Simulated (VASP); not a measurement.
**BeZn4O: single point with PBE**

Crystal: BeZn4O.

```
Be Zn O
1.0
     0.00000    3.48476    3.48476
     3.48476    0.00000    3.48476
     3.48476    3.48476    0.00000
Be Zn O
1 4 1
Cartesian
  0.0000 0.0000 0.0000
  2.6124 4.3571 2.6124
  4.3571 2.6124 2.6124
  4.3571 4.3571 4.3571
  2.6124 2.6124 4.3571
  1.7424 1.7424 1.7424
```

| Property | Result |
| --- | --- |
| Program | VASP 6.6.1 |
| Task | single point |
| Functional | PBE |
| Potentials or basis | VASP PAW PBE potentials, release 64 (Be, Zn, O) |
| Cutoff | 600 eV |
| k mesh | 4 × 4 × 4 |
| Occupations | gaussian, width 0.2 eV |
| Spin | no spin polarisation |

```json
{
  "Pressure": "0.5 GPa",
  "Band gap on the k mesh": "zero (band 28 reaches 2.63 eV, above the bottom of band 29 at 1.96 eV)"
}
```

Levels at points of the mesh, in eV from the Fermi level:
```tsv
k point	band 26	band 27	band 28	band 29	band 30	band 31
(0.00, 0.00, 0.00)	-2.18	-0.05	-0.05	-0.05	1.93	2.37
(0.50, 0.00, 0.00)	-2.21	-0.46	-0.43	-0.43	2.12	2.12
(0.50, 0.50, 0.00)	-2.64	-0.45	0.24	0.24	0.68	5.84
```

It took 25 s on 1 thread of AMD EPYC 9R45 96-Core Processor (Zen 5), with other jobs on the host, peak memory 0.21 GiB.

Caveat: the k points lie up to 0.39 Å⁻¹ apart.
